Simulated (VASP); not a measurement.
Here is a VASP 6.6.1 calculation.

The input INCAR:

```
SYSTEM = CaS
PREC     = Accurate       ! precision mode
ENCUT    = 500            ! plane-wave cutoff, eV
EDIFF    = 1E-7           ! SCF threshold, eV
ISMEAR   = -1             ! smearing method
SIGMA    = 0.02           ! smearing width, eV
LREAL    = .False.        ! projectors in reciprocal space
LASPH    = .True.         ! aspherical terms in the spheres
NELM     = 120            ! most SCF steps
ALGO     = Normal         ! electronic algorithm
ISIF     = 3              ! what is computed and relaxed
LWAVE    = .False.        ! write WAVECAR
LCHARG   = .False.        ! write CHGCAR
GGA      = CA             ! functional
IBRION   = 2              ! ionic algorithm
NSW      = 100            ! ionic steps
EDIFFG   = -0.005         ! ionic threshold
GGA_COMPAT= .False.      
NELMIN   = 4
```

File KPOINTS:

```
regular mesh
0
Gamma
  8 8 8
  0 0 0
```

The input POSCAR:

```
CaS
1.0
    0.0000000000      2.8804121851      2.8804121851
    2.8804121851      0.0000000000      2.8804121851
    2.8804121851      2.8804121851      0.0000000000
Ca S
1 1
Direct
    0.0000000000      0.0000000000      0.0000000000
    0.5000000000      0.5000000000      0.5000000000
```

Potentials or basis: VASP PAW LDA potentials, release 64 (Ca_sv, S).

The run is started by

```sh
$ cat potpaw_LDA.64/Ca_sv/POTCAR potpaw_LDA.64/S/POTCAR > POTCAR
$ mpirun -np 1 vasp_std > vasp.out
```

Q: Predict the band gap on the k mesh.

A: 1.97 eV (least direct gap 2.84 eV).

Q: Estimate the space group after relaxing (to 0.1 Å).

A: Fm-3m (No. 225).

Q: Predict the relaxed cell.

A: a = 3.939 Å, b = 3.939 Å, c = 3.939 Å, α = 60.00°, β = 60.00°, γ = 60.00°.

Q: Predict the relaxed volume.

A: 21.61 Å³/atom.

Final structure:
```yaml
crystal:
  lattice:
    - [0.00000, 2.78552, 2.78552]
    - [2.78552, 0.00000, 2.78552]
    - [2.78552, 2.78552, 0.00000]
  atoms:
    - { symbol: Ca, position: [0.00000, 0.00000, 0.00000] }
    - { symbol: S, position: [0.50000, 0.50000, 0.50000] }
```

A k mesh can miss the band edges. Zero-point motion and thermal expansion aren't in these numbers.
